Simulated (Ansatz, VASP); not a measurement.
# CO2: VASP beside Ansatz

```
C O
1.0
    -1.98249    1.98249    2.99124
     1.98249   -1.98249    2.99124
     1.98249    1.98249   -2.99124
C O
2 4
Direct
  0.00000 0.00000 0.00000
  0.75000 0.25000 0.50000
  0.37500 0.28930 0.41430
  0.71070 0.12500 0.08570
  0.87500 0.96070 0.58570
  0.03930 0.62500 0.91430
```

Alike in both runs: functional PBE; k mesh 8 × 8 × 8; occupations gaussian, width 0.02 eV; no spin polarisation.

Ansatz relaxed the structure, and its values are those at the end. VASP's run is a single point on that final structure, the one shown.

```csv
,VASP,Ansatz
version,VASP 6.6.1,Ansatz 0.2.0
potentials or method,"VASP PAW PBE potentials, release 64 (C_h, O_h), cutoff 910 eV","scalar-relativistic, plane waves, PAW"
valence electrons in the cell,32,32
```

Ansatz gave:

* gap on the k mesh at the Fermi level (eV): 7.71
* least direct gap on the mesh (eV): 8.13
* rms of the force components (eV/Å): 0.000

What did VASP give for the same quantities?

gap on the k mesh at the Fermi level (eV): 7.70; least direct gap on the mesh (eV): 8.12; rms of the force components (eV/Å): 0.004.

The functional is the same, so the differences come from potentials, cutoffs and numerics.

Noted on VASP's run: the cutoff is short for stress, so the pressure is rough.
